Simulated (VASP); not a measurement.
Sc2Al, 3 atoms in the cell. The structure is trigonal, space group R-3m (No. 166). Conventional cell: a = 3.254 Å, b = 3.254 Å, c = 21.707 Å, α = 90.00°, β = 90.00°, γ = 120.00°. Sc (site symmetry 3m) has 3 Al at 2.96 Å and 9 Sc at 3.25 to 3.26 Å within 3.9 Å. Al (site symmetry -3m) has 6 Sc at 2.96 Å and 6 Al at 3.25 Å within 3.9 Å. 

* Program: VASP 6.6.1
* Task: single point
* Functional: PBE
* Potentials or basis: VASP PAW PBE potentials, release 64 (Sc_sv, Al)
* Cutoff: 520 eV
* k mesh: 6 × 6 × 6
* Occupations: gaussian, width 0.1 eV
* Spin: no spin polarisation
* Dipole correction: no
* Further INCAR settings: ALGO = Normal; EDIFF = 1e-06; NBANDS = 20

Potentials or basis: VASP PAW PBE potentials, release 64 (Sc_sv, Al).

Run with:

```console
$ cat potpaw_PBE.64/Sc_sv/POTCAR potpaw_PBE.64/Al/POTCAR > POTCAR
$ mpirun -np 1 vasp_std > vasp.out
```

Hardware: 1 thread of Intel Xeon 8259CL (shared host).

Problem. Estimate the wall time of this run.

Solution. Run time: 4.2 min on 1 thread of Intel Xeon 8259CL, on a shared host, peak memory 0.42 GiB. Counts: scf iterations 14, k points 32.
